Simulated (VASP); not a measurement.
A run of VASP 6.6.1:

Contents of INCAR:

```
SYSTEM = TiN
ALGO = Normal
EDIFF = 1E-6
ENCUT = 520
GGA = PS
ISIF = 2
ISMEAR = -1
LASPH = .TRUE.
LCHARG = .FALSE.
LREAL = .FALSE.
LWAVE = .FALSE.
NBANDS = 16
NELM = 80
PREC = Accurate
SIGMA = 0.1
```

File KPOINTS:

```
k-points
0
G
  12 12 12
  0 0 0
```

The input POSCAR:

```
TiN
1.0
    0.0000000000      2.1190000000      2.1190000000
    2.1190000000      0.0000000000      2.1190000000
    2.1190000000      2.1190000000      0.0000000000
Ti N
1 1
Direct
    0.0000000000      0.0000000000      0.0000000000
    0.5000000000      0.5000000000      0.5000000000
```

Potentials or basis: VASP PAW PBE potentials, release 64 (Ti_sv, N).

Run with:

```bash
$ cat potpaw_PBE.64/Ti_sv/POTCAR potpaw_PBE.64/N/POTCAR > POTCAR
$ mpirun -np 1 vasp_std > vasp.out
```

Hardware: 1 thread of Intel(R) Xeon(R) Platinum 8488C (Sapphire Rapids), with other jobs on the host.

**Question.** How long does it take, and how much memory?

**Answer.** It took 18 s on 1 thread of Intel(R) Xeon(R) Platinum 8488C (Sapphire Rapids), with other jobs on the host, peak memory 0.15 GiB. Counts: scf iterations 15, k points 72.
